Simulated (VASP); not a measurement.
CdSe, 4 atoms in the cell. The structure is trigonal, space group P3m1 (No. 156). Conventional cell: a = 4.298 Å, b = 4.298 Å, c = 7.015 Å, α = 90.00°, β = 90.00°, γ = 120.00°. Within 3.2 Å of Cd (site symmetry 3m) lie 4 Se at 2.41 to 2.72 Å. Cd (site symmetry 3m) has 4 Se at 2.63 Å within 3.5 Å. Within 3.2 Å of Se (site symmetry 3m) lie 4 Cd at 2.41 to 2.63 Å. Se (site symmetry 3m) has 4 Cd at 2.63 to 2.72 Å within 3.5 Å.  This cell differs from its parent crystal: atom 1 (Cd) moved by (+0.000, +0.225) A along x and z.

| Property | Result |
| --- | --- |
| Program | VASP 6.6.1 |
| Task | single point |
| Functional | PBE |
| Potentials or basis | VASP PAW PBE potentials, release 64 (Cd, Se) |
| Cutoff | 520 eV |
| k mesh | 6 × 6 × 4 |
| Occupations | gaussian, width 0.05 eV |
| Spin | no spin polarisation |
| Dipole correction | no |
| Further INCAR settings | ALGO = Normal; EDIFF = 1e-06; NBANDS = 26 |

Potentials or basis: VASP PAW PBE potentials, release 64 (Cd, Se).

The run is started by

```sh
$ cat potpaw_PBE.64/Cd/POTCAR potpaw_PBE.64/Se/POTCAR > POTCAR
$ mpirun -np 1 vasp_std > vasp.out
```

Hardware: 1 thread of AMD EPYC 7R13 (shared host).

Problem. How long does it take, and how much memory?

Solution. Wall time 86 s on 1 thread of AMD EPYC 7R13, on a shared host, peak memory 0.22 GiB. Counts: scf iterations 14, k points 24.
